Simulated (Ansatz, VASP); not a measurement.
**Al2O3: VASP beside Ansatz**

```
CELL_PARAMETERS angstrom
2.43906 1.40819 4.54822
-2.43906 1.40819 4.54822
0.00000 -2.81638 4.54822
ATOMIC_POSITIONS crystal
Al 0.85192 0.85192 0.85192
Al 0.64808 0.64808 0.64808
Al 0.14808 0.14808 0.14808
Al 0.35192 0.35192 0.35192
O 0.05639 0.44361 0.75000
O 0.75000 0.05639 0.44361
O 0.44361 0.75000 0.05639
O 0.94361 0.55639 0.25000
O 0.25000 0.94361 0.55639
O 0.55639 0.25000 0.94361
```

Change from the starting cell: strain +0.025 along x and y, +0.050 along z, atoms carried along.

Alike in both runs: task single point; functional r2SCAN; k mesh 6 × 6 × 6; occupations gaussian, width 0.05 eV; no spin polarisation.

```csv
,VASP,Ansatz
version,VASP 6.6.1,Ansatz 0.2.0
potentials or method,"VASP PAW PBE potentials, release 64 (Al, O), cutoff 520 eV","scalar-relativistic, plane waves, PAW"
valence electrons in the cell,48,48
```

Ansatz gave:

| Item | Value |
| --- | --- |
| gap on the k mesh at the Fermi level (eV) | 5.87 |
| least direct gap on the mesh (eV) | 5.87 |
| pressure (GPa) | -20.6 |
| traceless stress, the component that is largest in VASP (GPa) | -5.13 |
| rms of the force components (eV/Å) | 0.022 |

**Question.** Estimate VASP's values.

**Answer.** gap on the k mesh at the Fermi level (eV): 5.88; least direct gap on the mesh (eV): 5.88; pressure (GPa): -21.1; traceless stress, the component that is largest in VASP (GPa): -5.18; rms of the force components (eV/Å): 0.030.

VASP's potentials were made for PBE, not for r2SCAN. Atom by atom the forces differ by 0.008 eV/Å (rms over components).
